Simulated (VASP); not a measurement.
Bi:

```
Bi
1.0
    -1.99455    1.99455    1.99455
     1.99455   -1.99455    1.99455
     1.99455    1.99455   -1.99455
Bi
1
Cartesian
  0.0000 0.0000 0.0000
```

This isn't the form of Bi at room conditions, which is rhombohedral.

Base run:

| Property | Result |
| --- | --- |
| Program | VASP 6.6.1 |
| Functional | r2SCAN |
| Dispersion | D3(BJ) |
| Potentials or basis | VASP PAW PBE potentials, release 64 (Bi_d) |
| Cutoff | 520 eV |
| k mesh | 9 × 9 × 9 |
| Occupations | fermi-dirac, width 0.05 eV |
| Spin | no spin polarisation |

Its results: band gap on the k mesh zero (an odd number of electrons rules out a gap without spin polarisation); pressure -2.3 GPa.

Question: The run is repeated on the same cell with these changes: functional from r2SCAN to b88 exchange, pbe correlation; dispersion from D3(BJ) to none; cutoff from 520 eV to 500 eV. What comes out?

Answer: Band gap on the k mesh zero (an odd number of electrons rules out a gap without spin polarisation); pressure -0.4 GPa.

Several settings changed at once.

Caveats: the PAW data sets were made with another functional, which shifts forces and pressure a little; spin-orbit coupling is left out, which moves the levels of the heavy elements.
